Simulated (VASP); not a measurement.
# Cu3Sn (Fm-3m) in VASP: vibrations by perturbation theory with LDA

Aim: the vibrations by perturbation theory of Cu3Sn with LDA.

All numbers are computed with VASP 6.6.1; they aren't measurements. Logs are shortened: lines on timing, memory, paths and dates and some standing lists are left out, and cuts for length are marked.

**1. The cell of the first run**

It takes space group Fm-3m (No. 225, cubic). Conventional cell: a = 5.855 Å, b = 5.855 Å, c = 5.855 Å, α = 90.00°, β = 90.00°, γ = 90.00°. Cu (site symmetry m-3m) has 8 Cu at 2.54 Å and 6 Sn at 2.93 Å within 3.3 Å. Within 3.3 Å of Cu (site symmetry -43m) lie 10 Cu at 2.54 to 2.93 Å and 4 Sn at 2.54 Å. Sn (site symmetry m-3m) has 14 Cu at 2.54 to 2.93 Å within 3.3 Å.

**2. Vibrations by perturbation theory, LDA**

INCAR

```
SYSTEM = Cu3Sn
ALGO = Fast
EDIFF = 1E-8
ENCUT = 520
IBRION = 8
ISIF = 2
ISMEAR = -1
LASPH = .TRUE.
LCHARG = .TRUE.
LREAL = .FALSE.
LWAVE = .FALSE.
NELM = 80
NSW = 1
PREC = Accurate
SIGMA = 0.15
```

KPOINTS

```
k-points
0
G
  12 12 12
  0 0 0
```

POSCAR

```
Cu3Sn
1.0
    0.0000000000      2.9273867349      2.9273867349
    2.9273867349      0.0000000000      2.9273867349
    2.9273867349      2.9273867349      0.0000000000
Cu Sn
3 1
Direct
    0.5000000000      0.5000000000      0.5000000000
    0.7500000000      0.7500000000      0.7500000000
    0.2500000000      0.2500000000      0.2500000000
    0.0000000000      0.0000000000      0.0000000000
```

Potentials or basis: VASP PAW LDA potentials, release 64 (Cu, Sn_d).

Command:

```bash
$ cat potpaw_LDA.64/Cu/POTCAR potpaw_LDA.64/Sn_d/POTCAR > POTCAR
$ mpirun -np 1 vasp_std > vasp.out
```

OUTCAR:

```text
SYSTEM = Cu3Sn
   EDIFF = 1E-8
   ENCUT = 520
   IBRION = 8
   ISIF = 2
   ISMEAR = -1
   LASPH = .TRUE.
   LREAL = .FALSE.
   NELM = 80
   NSW = 1
   PREC = Accurate

 ion  position               nearest neighbor table
   1  0.500  0.500  0.500-   3 2.54   3 2.54   3 2.54   2 2.54   2 2.54   2 2.54   3 2.54   2 2.54
                             4 2.93   4 2.93   4 2.93   4 2.93   4 2.93   4 2.93
   2  0.750  0.750  0.750-   1 2.54   1 2.54   1 2.54   4 2.54   4 2.54   4 2.54   4 2.54   1 2.54

   3  0.250  0.250  0.250-   4 2.54   4 2.54   4 2.54   1 2.54   1 2.54   1 2.54   4 2.54   1 2.54

   4  0.000  0.000  0.000-   2 2.54   2 2.54   2 2.54   3 2.54   3 2.54   3 2.54   3 2.54   2 2.54
                             1 2.93   1 2.93   1 2.93   1 2.93   1 2.93   1 2.93

  LATTYP: Found a face centered cubic cell.
 ALAT       =     5.8547734698

  Lattice vectors:

 A1 = (   0.0000000000,   2.9273867349,   2.9273867349)
 A2 = (   2.9273867349,   0.0000000000,   2.9273867349)
 A3 = (   2.9273867349,   2.9273867349,   0.0000000000)

Analysis of symmetry for initial positions (statically):
=====================================================================
 Subroutine PRICEL returns:
 Original cell was already a primitive cell.

 Routine SETGRP: Setting up the symmetry group for a
 face centered cubic supercell.

 Subroutine GETGRP returns: Found 48 space group operations
 (whereof 48 operations were pure point group operations)
 out of a pool of 48 trial point group operations.

The static configuration has the point symmetry O_h .

Analysis of symmetry for dynamics (positions and initial velocities):
=====================================================================
 Subroutine PRICEL returns:
 Original cell was already a primitive cell.

 Routine SETGRP: Setting up the symmetry group for a
 face centered cubic supercell.

 Subroutine GETGRP returns: Found 48 space group operations
 (whereof 48 operations were pure point group operations)
 out of a pool of 48 trial point group operations.

The dynamic configuration has the point symmetry O_h .

 Subroutine INISYM returns: Found 48 space group operations
 (whereof 48 operations are pure point group operations),
 and found     1 'primitive' translations

----------------------------------------------------------------------------------------

                                     Primitive cell

  volume of cell :      50.1730

  direct lattice vectors                    reciprocal lattice vectors
     0.000000000  2.927386735  2.927386735    -0.170800801  0.170800801  0.170800801
     2.927386735  0.000000000  2.927386735     0.170800801 -0.170800801  0.170800801
     2.927386735  2.927386735  0.000000000     0.170800801  0.170800801 -0.170800801

  length of vectors
     4.139950023  4.139950023  4.139950023     0.295835666  0.295835666  0.295835666

  position of ions in fractional coordinates (direct lattice)
     0.500000000  0.500000000  0.500000000
     0.750000000  0.750000000  0.750000000
     0.250000000  0.250000000  0.250000000
     0.000000000  0.000000000  0.000000000

  ion indices of the primitive-cell ions
   primitive index   ion index
                 1           1
                 2           2
                 3           3
                 4           4

----------------------------------------------------------------------------------------

 KPOINTS: k-points

Automatic generation of k-mesh.
 Grid dimensions read from file:
 generate k-points for:   12   12   12

 Generating k-lattice:

  Cartesian coordinates                     Fractional coordinates (reciprocal lattice)
    -0.014233400  0.014233400  0.014233400     0.083333333  0.000000000  0.000000000
     0.014233400 -0.014233400  0.014233400     0.000000000  0.083333333  0.000000000
     0.014233400  0.014233400 -0.014233400     0.000000000  0.000000000  0.083333333

[... 65 lines left out ...]
   TEBEG  =    0.0;   TEEND  =   0.0 temperature during run
   PSTRESS=    0.0 pullay stress
   NELECT =      47.0000    total number of electrons
   NUPDOWN=      -1.0000    fix difference up-down
   EMIN   =  10.00;   EMAX   =-10.00  energy-range for DOS
   EFERMI =   0.00;   METHOD = LEGACY
   ISMEAR =    -1;   SIGMA  =   0.15  broadening in eV -4-tet -1-fermi 0-gaus
   EFERMI_NEDOS =   21; number of points for ismear=-14 and -15
   IALGO  =     68    algorithm
   IMIX   =      4    mixing-type and parameters
     AMIX     =   0.40;   BMIX     =  1.00
     AMIX_MAG =   1.60;   BMIX_MAG =  1.00
  volume/ion in A,a.u.               =      12.54        84.65
  Fermi-wavevector in a.u.,A,eV,Ry     =   1.601833  3.027026 34.910785  2.565870
  Thomas-Fermi vector in A             =   2.698749
   LORBIT       =      0    0 simple, 1 ext, 2 COOP (PROOUT), +10 PAW based schemes
   GGA     = CA    functional components
   LHFCALC =     F    Hartree Fock is set to
   AEXX    =    0.0000 exact exchange contribution
   IVDW    =     0    specifies the selected vdW correction
   LEPSILON=     F    determine dielectric tensor
   LRPA    =     F    only Hartree local field effects (RPA)
 non-spin polarized calculation
 RMM-DIIS sequential band-by-band and
  energy-cutoff  :      520.00
  volume of cell :       50.17
 maximum number of plane-waves:      1369
   NGX = 15   NGY = 15   NGZ = 15

--------------------------------------- Ionic step        1  -------------------------------------------

 number of electron      46.9999964 magnetization

 Free energy of the ion-electron system (eV)
  ---------------------------------------------------
  ext. energy  EPLUGINS =         0.00000000
  ---------------------------------------------------
  free energy    TOTEN  =       -18.29882483 eV

  energy without entropy =      -18.24245813  energy(sigma->0) =      -18.27064148

 E-fermi :  11.0342     XC(G=0): -13.3316

 val. band max:       10.9575643202   @ k =   0.2500   0.1667   0.0000
 cond. band min:      11.0848428242   @ k =  -0.3333   0.0833   0.0000
 fundamental gap:      0.1272785040
 Fermi energy:        11.0341774903

 k-point     1 :       0.0000    0.0000    0.0000
  band No.  band energies     occupation
      1     -10.9067      2.00000
      2     -10.9067      2.00000
      3     -10.9067      2.00000
      4     -10.8339      2.00000
      5     -10.8339      2.00000
      6      -1.6550      2.00000
[... 733 lines left out ...]
     27      15.3567      0.00000
     28      17.5879      0.00000

 [... further k-points ...]

------------------------ aborting loop because EDIFF is reached ----------------------------------------

  FORCE on cell =-STRESS in cart. coord.  units (eV):
  Direction    XX          YY          ZZ          XY          YZ          ZX
  --------------------------------------------------------------------------------------
  -------------------------------------------------------------------------------------
  Total        3.6574479      3.6574479      3.6574479      0.0000000      0.0000000      0.0000000
  in kB      116.7934361    116.7934361    116.7934361      0.0000000      0.0000000      0.0000000
  external PRESSURE =     116.7934361 kB  Pullay stress =       0.0000000 kB

 VOLUME and BASIS-vectors are now :
 -----------------------------------------------------------------------------
  energy-cutoff  :      520.00
  volume of cell :       50.17
      direct lattice vectors                 reciprocal lattice vectors
     0.000000000  2.927386735  2.927386735    -0.170800801  0.170800801  0.170800801
     2.927386735  0.000000000  2.927386735     0.170800801 -0.170800801  0.170800801
     2.927386735  2.927386735  0.000000000     0.170800801  0.170800801 -0.170800801

 POSITION                                       TOTAL-FORCE (eV/Angst)
 -----------------------------------------------------------------------------------
      2.92739      2.92739      2.92739        -0.000000      0.000000     -0.000000
      4.39108      4.39108      4.39108         0.000000      0.000000     -0.000000
      1.46369      1.46369      1.46369        -0.000000     -0.000000      0.000000
      0.00000      0.00000      0.00000        -0.000000      0.000000     -0.000000
 -----------------------------------------------------------------------------------
    total drift:                                0.000000     -0.000000      0.000000

  FREE ENERGIE OF THE ION-ELECTRON SYSTEM (eV)
  ---------------------------------------------------
  free  energy   TOTEN  =       -18.2988248336 eV

  energy  without entropy=      -18.2424581349  energy(sigma->0) =      -18.27064148

[... ionic steps 2 to 12 ...]

--------------------------------------- Ionic step       13  -------------------------------------------

 Free energy of the ion-electron system (eV)
  ---------------------------------------------------
  ---------------------------------------------------
  free energy    TOTEN  =        -0.22090262 eV

  energy without entropy =       -0.22090262

------------------------ aborting loop because EDIFF is reached ----------------------------------------

 INTERNAL STRAIN TENSOR  FOR ION    4  DIRECTION 1   (eV/Angst):
 -----------------------------------------------------------------------------
    -0.02097  0.00000 -0.00000
    -0.00000  0.02341  0.00000
     0.00000  0.00000  0.02341

 INTERNAL STRAIN TENSOR FOR ION    4 for displacements in x,y,z  (eV/Angst):
          X           Y           Z          XY          YZ          ZX
  --------------------------------------------------------------------------------
  x     0.00000     0.00000     0.00000     0.00000     0.00000     0.00000
  y     0.00000     0.00000     0.00000     0.00000     0.00000     0.00000
  z     0.00000     0.00000     0.00000     0.00000     0.00000     0.00000

 SECOND DERIVATIVES (NOT SYMMETRIZED)
 ------------------------------------
               1X          1Y          1Z          2X          2Y          2Z          3X          3Y          3Z          4X          4Y          4Z
  1X    -4.837311    0.000000    0.000000    1.835294    0.000000    0.000000    1.835294    0.000000    0.000000    1.166723    0.000000    0.000000
  1Y     0.000000   -4.837311    0.000000    0.000000    1.835294    0.000000    0.000000    1.835294    0.000000    0.000000    1.166723    0.000000
  1Z     0.000000    0.000000   -4.837311    0.000000    0.000000    1.835294    0.000000    0.000000    1.835294    0.000000    0.000000    1.166723
  2X     1.835711    0.000000    0.000000   -6.597502    0.000000    0.000000   -0.225418   -0.000000   -0.000000    4.987208    0.000000    0.000000
  2Y     0.000000    1.835711    0.000000    0.000000   -6.597502    0.000000   -0.000000   -0.225418    0.000000    0.000000    4.987208    0.000000
  2Z     0.000000    0.000000    1.835711    0.000000    0.000000   -6.597502   -0.000000    0.000000   -0.225418    0.000000    0.000000    4.987208
  3X     1.835711    0.000000    0.000000   -0.225418   -0.000000   -0.000000   -6.597502    0.000000    0.000000    4.987208    0.000000    0.000000
  3Y     0.000000    1.835711    0.000000   -0.000000   -0.225418    0.000000    0.000000   -6.597502    0.000000    0.000000    4.987208    0.000000
  3Z     0.000000    0.000000    1.835711   -0.000000    0.000000   -0.225418    0.000000    0.000000   -6.597502    0.000000    0.000000    4.987208
  4X     1.167497    0.000000    0.000000    4.992645    0.000000    0.000000    4.992645    0.000000    0.000000  -11.152786    0.000000    0.000000
  4Y     0.000000    1.167497    0.000000    0.000000    4.992645    0.000000    0.000000    4.992645    0.000000    0.000000  -11.152786    0.000000
  4Z     0.000000    0.000000    1.167497    0.000000    0.000000    4.992645    0.000000    0.000000    4.992645    0.000000    0.000000  -11.152786

 Eigenvectors and eigenvalues of the dynamical matrix
 ----------------------------------------------------

   1 f  =    6.751170 THz    42.418850 2PiTHz  225.194780 cm-1    27.920582 meV
             X         Y         Z           dx          dy          dz
      2.927387  2.927387  2.927387     0.040667   -0.196735   -0.008563
      4.391080  4.391080  4.391080    -0.107314    0.519160    0.022596
      1.463693  1.463693  1.463693    -0.107314    0.519160    0.022596
      0.000000  0.000000  0.000000     0.127343   -0.616055   -0.026814
[... 71 lines left out ...]
  12 f/i=    0.001552 THz     0.009753 2PiTHz    0.051778 cm-1     0.006420 meV
             X         Y         Z           dx          dy          dz
      2.927387  2.927387  2.927387     0.006428    0.012326    0.453124
      4.391080  4.391080  4.391080     0.006428    0.012325    0.453105
      1.463693  1.463693  1.463693     0.006428    0.012325    0.453105
      0.000000  0.000000  0.000000     0.008781    0.016837    0.618975

--------------------------------------------------------------------------------------------------------

 ELASTIC MODULI CONTR FROM IONIC RELAXATION (kBar)
 Direction    XX          YY          ZZ          XY          YZ          ZX
 --------------------------------------------------------------------------------
 XX          -0.0000     -0.0000     -0.0000      0.0000     -0.0000     -0.0000
 YY          -0.0000     -0.0000     -0.0000      0.0000      0.0000      0.0000
 ZZ          -0.0000     -0.0000     -0.0000      0.0000      0.0000     -0.0000
 XY           0.0000      0.0000      0.0000   -176.6637     -0.0000     -0.0000
 YZ          -0.0000      0.0000      0.0000     -0.0000   -176.6637     -0.0000
 ZX          -0.0000      0.0000     -0.0000     -0.0000     -0.0000   -176.6637
 --------------------------------------------------------------------------------
```

Wall time 11 min (1 thread of Intel Xeon Platinum 8488C (Sapphire Rapids), shared host); peak memory 0.81 GiB.

Results:

```
Highest phonon frequency at Γ : 225 cm⁻¹
```

Phonon frequencies in cm⁻¹ (negative: imaginary):
```csv
q point,frequencies
"(0.000, 0.000, 0.000)",0 0 0 157 157 157 165 165 165 225 225 225
```

Caveat: the cell stands under pressure or tension, which shifts response properties; spin-orbit coupling is left out, which moves the levels of the heavy elements.
